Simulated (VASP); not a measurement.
Write the native input for VASP 6.6.1 that does the following.

```yaml
Task: single point
Functional: PBE
Potentials_or_basis: VASP PAW PBE potentials, release 64 (Mg, Tl_d, Pt, C, N)
Cutoff: 520 eV
k_mesh: 4 × 4 × 4
Occupations: gaussian, width 0.1 eV
Spin: no spin polarisation
Dipole_correction: no
Further_INCAR_settings: LREAL = Auto; ALGO = Normal; EDIFF = 1e-07; NBANDS = 60
```

The structure of MgTl2PtC6N6 lies in POSCAR:

```
MgTl2PtC6N6
1.0
    0.0000000000      5.1620000000      5.1620000000
    5.1620000000      0.0000000000      5.1620000000
    5.1620000000      5.1620000000      0.0000000000
Mg Tl Pt C N
1 2 1 6 6
Direct
    0.5000000000      0.5000000000      0.5000000000
    0.2500000000      0.2500000000      0.2500000000
    0.7500000000      0.7500000000      0.7500000000
    0.0000000000      0.0000000000      0.0000000000
    0.8143161600      0.1856838400      0.1856838400
    0.1856838400      0.8143161600      0.1856838400
    0.1856838400      0.1856838400      0.8143161600
    0.1856838400      0.8143161600      0.8143161600
    0.8143161600      0.1856838400      0.8143161600
    0.8143161600      0.8143161600      0.1856838400
    0.7009879900      0.2990120100      0.2990120100
    0.2990120100      0.7009879900      0.2990120100
    0.2990120100      0.2990120100      0.7009879900
    0.2990120100      0.7009879900      0.7009879900
    0.7009879900      0.2990120100      0.7009879900
    0.7009879900      0.7009879900      0.2990120100
```

The input as run:

INCAR

```
PREC = Accurate
ENCUT = 520
EDIFF = 1E-7
ISMEAR = 0
SIGMA = 0.1
LREAL = Auto
LASPH = T
NELM = 80
ALGO = Normal
ISIF = 2
LWAVE = F
LCHARG = T
GGA = PE
LELF = T
LVHAR = T
NBANDS = 60
```

KPOINTS

```
Automatic mesh
0
Gamma
  4 4 4
```

Potentials or basis: VASP PAW PBE potentials, release 64 (Mg, Tl_d, Pt, C, N).

Run with:

```console
$ cat potpaw_PBE.64/Mg/POTCAR potpaw_PBE.64/Tl_d/POTCAR potpaw_PBE.64/Pt/POTCAR potpaw_PBE.64/C/POTCAR potpaw_PBE.64/N/POTCAR > POTCAR
$ mpirun -np 1 vasp_std > vasp.out
```

Results of the run:

- Pressure: 9.0 GPa
- Largest force: 2.793 eV/Å
- Band gap on the k mesh: zero (bands 46 and 47 overlap by 0.66 eV)

Caveat: the cell stands under pressure; spin-orbit coupling is left out, which moves the levels of the heavy elements; forces of over 1 eV/Å act on the atoms, so gaps and moduli don't describe the material at rest.

It took 3.6 min on 1 thread of AMD EPYC 9R45 96-Core Processor (Zen 5) (shared host), peak memory 0.42 GiB.
